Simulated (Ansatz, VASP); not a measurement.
# One calculation of LiNbO3, two programs

```
Li Nb O
1.0
     2.60796    1.50571    4.40346
    -2.60796    1.50571    4.40346
     0.00000   -3.01142    4.40346
Li Nb O
2 2 6
Direct
  0.28159 0.28159 0.28159
  0.78159 0.78159 0.78159
  0.00049 0.00049 0.00049
  0.50049 0.50049 0.50049
  0.11046 0.35803 0.72110
  0.72110 0.11046 0.35803
  0.35803 0.72110 0.11046
  0.22110 0.85803 0.61046
  0.85803 0.61046 0.22110
  0.61046 0.22110 0.85803
```

Alike in both runs: task single point; functional PBE; k mesh 6 × 6 × 6; occupations gaussian, width 0.05 eV; no spin polarisation.

|  | VASP | Ansatz |
| --- | --- | --- |
| version | VASP 6.6.1 | Ansatz 0.2.0 |
| potentials or method | VASP PAW PBE potentials, release 64 (Li_sv, Nb_sv, O), cutoff 520 eV | scalar-relativistic, plane waves, PAW |
| valence electrons in the cell | 68 | 68 |

```tsv
	VASP	Ansatz	Ansatz less VASP
gap on the k mesh at the Fermi level (eV)	3.69	3.70	+0.017
least direct gap on the mesh (eV)	3.76	3.77	+0.017
rms of the force components (eV/Å)	0.214	0.211	-0.0032
```

Atom by atom the forces differ by 0.013 eV/Å (rms over components).

Noted on VASP's run: the cutoff is under 1.25 times that of the potentials, so the pressure is a little rough.
